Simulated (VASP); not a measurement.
A run of VASP 6.6.1 is set up as follows.

INCAR

```
SYSTEM = Ta
  ALGO = Normal
  EDIFF = 1E-6
  ENCUT = 520
  GGA = CA
  ISIF = 2
  ISMEAR = -1
  LASPH = .True.
  LCHARG = .False.
  LREAL = .False.
  LWAVE = .False.
  NBANDS = 12
  NELM = 100
  PREC = Accurate
  SIGMA = 0.13605693000000002
```

File KPOINTS:

```
k-points
0
Gamma
  14 14 14
  0 0 0
```

POSCAR

```
Ta
1.0
   -1.6238611350      1.6238611350      1.6238611350
    1.6238611350     -1.6238611350      1.6238611350
    1.6238611350      1.6238611350     -1.6238611350
Ta
1
Direct
    0.0000000000      0.0000000000      0.0000000000
```

Potentials or basis: VASP PAW LDA potentials, release 64 (Ta_pv).

Launch:

```sh
$ cat potpaw_LDA.64/Ta_pv/POTCAR > POTCAR
$ mpirun -np 1 vasp_std > vasp.out
```

(1) What does it give for the pressure?

Answers

(1) 2.5 GPa.
